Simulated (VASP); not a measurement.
## SiO2: single point with PBE

SiO2:

```
Si O
1.0
     5.18196    0.00000    0.00000
    -2.59098    4.48771    0.00000
     0.00000    0.00000    5.75260
Si O
3 6
Cartesian
  -1.2955 2.2439 1.9175
  1.2955 2.2439 3.8351
  2.5910 0.0000 0.0000
  0.9741 3.5542 4.7938
  2.5910 2.6206 2.8763
  3.5650 0.9335 0.9588
  1.6169 0.9335 4.7938
  0.0000 1.8671 2.8763
  -0.9741 3.5542 0.9588
```

This cell differs from its parent crystal: strain +0.015 along x and y, +0.030 along z.

| Item | Value |
| --- | --- |
| Program | VASP 6.6.1 |
| Task | single point |
| Functional | PBE |
| Potentials or basis | VASP PAW PBE potentials, release 64 (Si, O) |
| Cutoff | 520 eV |
| k mesh | 6 × 6 × 4 |
| Occupations | gaussian, width 0.05 eV |
| Spin | no spin polarisation |
| Dipole correction | no |
| Further INCAR settings | ALGO = Normal; EDIFF = 1e-06; NBANDS = 34 |

```json
{
 "Pressure": "-9.1 GPa",
 "Largest force": "0.388 eV/Å",
 "Band gap on the k mesh": "5.08 eV (least direct gap 5.23 eV)"
}
```

Forces in eV/Å, atoms in the order of the input:
```
Si   0.000  0.000  0.000
Si   0.000  0.000  0.000
Si   0.000  0.000  0.000
O   -0.336 -0.194  0.000
O    0.000 -0.388  0.000
O   -0.336  0.194  0.000
O    0.336  0.194  0.000
O    0.000  0.388  0.000
O    0.336 -0.194  0.000
```

Stress tensor (GPa, compression positive):
```
-8.72  0.00  0.00
 0.00 -8.72  0.00
 0.00  0.00 -9.92
```

Levels at points of the mesh, in eV from the valence-band top:
```csv
k point,band 22,band 23,band 24,band 25,band 26,band 27
"(0.00, 0.00, 0.00)",-0.41,-0.41,-0.14,5.08,8.50,8.50
"(0.50, 0.00, 0.00)",-0.91,-0.34,-0.01,7.11,7.91,9.06
"(0.00, 0.00, 0.50)",-0.32,0.00,0.00,6.89,6.89,8.13
"(0.50, 0.00, 0.50)",-0.68,-0.67,-0.29,7.38,8.14,8.88
```

It took 72 s on 1 thread of Intel(R) Xeon(R) Platinum 8375C CPU @ 2.90GHz (Ice Lake) (shared host), peak memory 0.27 GiB.

Caveat: the cell differs from its parent crystal (strain +0.015 along x and y, +0.030 along z); the cell stands under tension. A k mesh can miss the band edges.
